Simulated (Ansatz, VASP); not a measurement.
Two plane-wave programs on BaB

INCAR

```
  PREC = Accurate
  ENCUT = 520
  EDIFF = 1E-6
  ISMEAR = 0
  SIGMA = 0.05
  LREAL = F
  LASPH = T
  NELM = 80
  ALGO = Normal
  ISIF = 2
  LWAVE = F
  LCHARG = F
  GGA = PE
  NBANDS = 14
```

Contents of KPOINTS:

```
regular mesh
0
Gamma
  10 10 10
```

The input POSCAR:

```
BaB
1.0
    0.0000000000      3.1531087256      3.1531087256
    3.1531087256      0.0000000000      3.1531087256
    3.1531087256      3.1531087256      0.0000000000
Ba B
1 1
Direct
    0.5000000000      0.5000000000      0.5000000000
    0.0000000000      0.0000000000      0.0000000000
```

Input for Ansatz:

```yaml
crystal:
  lattice:
    - [0.0, 3.1531087256, 3.1531087256]
    - [3.1531087256, 0.0, 3.1531087256]
    - [3.1531087256, 3.1531087256, 0.0]
  atoms:
    - { symbol: Ba, position: [0.5, 0.5, 0.5] }
    - { symbol: B, position: [0.0, 0.0, 0.0] }
basis:
  ecutwfc: 420
  ecutrho_ratio: 4
kpoints:
  mp_grid: { grid: [10, 10, 10] }
hamiltonian:
  xc: pbe
scf:
  occupations: { method: gaussian, width: 0.05 }
output:
  forces: true
  stress: true
  eigenvalues: true
```

Alike in both runs: task single point; functional PBE; k mesh 10 × 10 × 10; occupations gaussian, width 0.05 eV; no spin polarisation.

```csv
,VASP,Ansatz
version,VASP 6.6.1,Ansatz 0.2.0
potentials or method,"VASP PAW PBE potentials, release 64 (Ba_sv, B), cutoff 520 eV","scalar-relativistic, plane waves, PAW"
valence electrons in the cell,13,13
```

VASP gave:

| Quantity | Value |
| --- | --- |
| gap on the k mesh at the Fermi level (eV) | none |
| pressure (GPa) | -1.1 |

Question: Estimate Ansatz's values.

Answer: gap on the k mesh at the Fermi level (eV): none; pressure (GPa): -1.5.

A gap of «none» marks a metal or a gap that the smearing closes.

Neither program's run includes spin-orbit coupling.
